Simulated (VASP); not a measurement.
Here is a VASP 6.6.1 calculation.

INCAR

```
SYSTEM = Al2Cu
  PREC = Accurate
  ENCUT = 520
  EDIFF = 1E-6
  ISMEAR = 0
  SIGMA = 0.15
  LREAL = .FALSE.
  LASPH = .TRUE.
  NELM = 100
  ALGO = Fast
  ISIF = 2
  LWAVE = .FALSE.
  LCHARG = .FALSE.
  GGA = PS
  NBANDS = 26
```

The input KPOINTS:

```
regular mesh
0
G
  10 10 10
  0 0 0
```

POSCAR

```
Al2Cu
1.0
   -3.0564500000      3.0564500000      2.4379500000
    3.0564500000     -3.0564500000      2.4379500000
    3.0564500000      3.0564500000     -2.4379500000
Al Cu
4 2
Direct
    0.1593210787      0.6593210787      0.8186421574
    0.6593210787      0.8406789213      0.5000000000
    0.8406789213      0.3406789213      0.1813578426
    0.3406789213      0.1593210787      0.5000000000
    0.7500000000      0.7500000000      0.0000000000
    0.2500000000      0.2500000000      0.0000000000
```

Potentials or basis: VASP PAW PBE potentials, release 64 (Al, Cu).

The run is started by

```sh
$ cat potpaw_PBE.64/Al/POTCAR potpaw_PBE.64/Cu/POTCAR > POTCAR
$ mpirun -np 1 vasp_std > vasp.out
```

(1) Predict the band gap on the k mesh.

(2) What does it give for the pressure?

(3) Estimate the largest force.

Results:

(1) zero (bands 17 and 18 overlap by 4.37 eV).

(2) -4.7 GPa.

(3) 0.004 eV/Å.

Caveat: the cell stands under tension; the PAW data sets were made with another functional, which shifts forces and pressure a little.
